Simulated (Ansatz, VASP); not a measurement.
Two plane-wave programs on GaN

File INCAR:

```
SYSTEM = GaN
PREC = Accurate
ENCUT = 600
EDIFF = 1E-7
ISMEAR = 0
SIGMA = 0.02
LREAL = .FALSE.
LASPH = .TRUE.
NELM = 100
ALGO = Normal
ISIF = 3
LWAVE = .FALSE.
LCHARG = .FALSE.
GGA = PS
IBRION = 2
NSW = 65
EDIFFG = -0.01
```

Contents of KPOINTS:

```
regular mesh
0
G
  12 12 3
  0 0 0
```

The input POSCAR:

```
GaN
1.0
    3.1826870481      0.0000000000      0.0000000000
   -1.5913435241      2.7562878360      0.0000000000
    0.0000000000      0.0000000000     10.3715993331
Ga N
4 4
Direct
    0.0000000000      0.0000000000      0.0000000000
    0.3333333333      0.6666666667      0.2500000000
    0.6666666667      0.3333333333      0.5000000000
    0.3333333333      0.6666666667      0.7500000000
    0.0000000000      0.0000000000      0.1875000000
    0.3333333333      0.6666666667      0.4375000000
    0.6666666667      0.3333333333      0.6875000000
    0.3333333333      0.6666666667      0.9375000000
```

Input for Ansatz:

```yaml
crystal:
  lattice:
    - [3.1826870481, 0.0, 0.0]
    - [-1.5913435241, 2.756287836, 0.0]
    - [0.0, 0.0, 10.3715993331]
  atoms:
    - { symbol: Ga, position: [0.0, 0.0, 0.0] }
    - { symbol: "N", position: [0.0, 0.0, 0.1875] }
    - { symbol: Ga, position: [0.3333333333, 0.6666666667, 0.25] }
    - { symbol: "N", position: [0.3333333333, 0.6666666667, 0.4375] }
    - { symbol: Ga, position: [0.6666666667, 0.3333333333, 0.5] }
    - { symbol: "N", position: [0.6666666667, 0.3333333333, 0.6875] }
    - { symbol: Ga, position: [0.3333333333, 0.6666666667, 0.75] }
    - { symbol: "N", position: [0.3333333333, 0.6666666667, 0.9375] }
basis:
  ecutwfc: 420
kpoints:
  mp_grid: { grid: [12, 12, 3] }
hamiltonian:
  xc: pbesol
scf:
  occupations: { method: gaussian, width: 0.02 }
output:
  forces: true
  stress: true
  eigenvalues: true
  populations: true
relax:
  adjacent_minimum: "off"
  f_tol: 0.01
  max_steps: 45
  cell: { stress_tol: 0.05 }
```

Alike in both runs: task relaxation of cell and atoms; functional PBEsol; k mesh 12 × 12 × 3; occupations gaussian, width 0.02 eV; no spin polarisation.

|  | VASP | Ansatz |
| --- | --- | --- |
| version | VASP 6.6.1 | Ansatz 0.2.0 |
| potentials or method | VASP PAW PBE potentials, release 64 (Ga_d, N), cutoff 600 eV | scalar-relativistic, plane waves, PAW |
| valence electrons in the cell | 72 | 72 |

|  | VASP | Ansatz | Ansatz less VASP |
| --- | --- | --- | --- |
| gap on the k mesh at the Fermi level, each at its own relaxed structure (eV) | 1.82 | 1.79 | -0.031 |
| relaxed volume (Å³/atom) | 11.35 | 11.37 | +0.022 |

VASP's potentials were made for PBE, not for PBEsol.
